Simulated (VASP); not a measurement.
Here is a VASP 6.6.1 calculation.

INCAR

```
ALGO = Fast
EDIFF = 1E-7
ENCUT = 520
GGA = PE
ISIF = 2
ISMEAR = 0
LASPH = T
LCHARG = F
LREAL = F
LWAVE = F
NBANDS = 49
NELM = 80
PREC = Accurate
SIGMA = 0.1
```

KPOINTS

```
k-points
0
Gamma
  8 8 8
```

The input POSCAR:

```
Zr3B
1.0
    5.2710425772      0.0000000000      0.0000000000
    0.0000000000      5.2710425772      0.0000000000
    0.0000000000      0.0000000000      5.2710425772
Zr B
6 2
Direct
    0.2500000000      0.0000000000      0.5000000000
    0.5000000000      0.7500000000      0.0000000000
    0.7500000000      0.0000000000      0.5000000000
    0.5000000000      0.2500000000      0.0000000000
    0.0000000000      0.5000000000      0.7500000000
    0.0000000000      0.5000000000      0.2500000000
    0.0000000000      0.0000000000      0.0000000000
    0.5000000000      0.5000000000      0.5000000000
```

Potentials or basis: VASP PAW PBE potentials, release 64 (Zr_sv, B).

Launch:

```sh
$ cat potpaw_PBE.64/Zr_sv/POTCAR potpaw_PBE.64/B/POTCAR > POTCAR
$ mpirun -np 1 vasp_std > vasp.out
```

Q: Estimate the pressure.

A: 0.1 GPa.

Q: Estimate the band gap on the k mesh.

A: Zero (band 39 reaches 10.01 eV, above the bottom of band 40 at 8.74 eV).
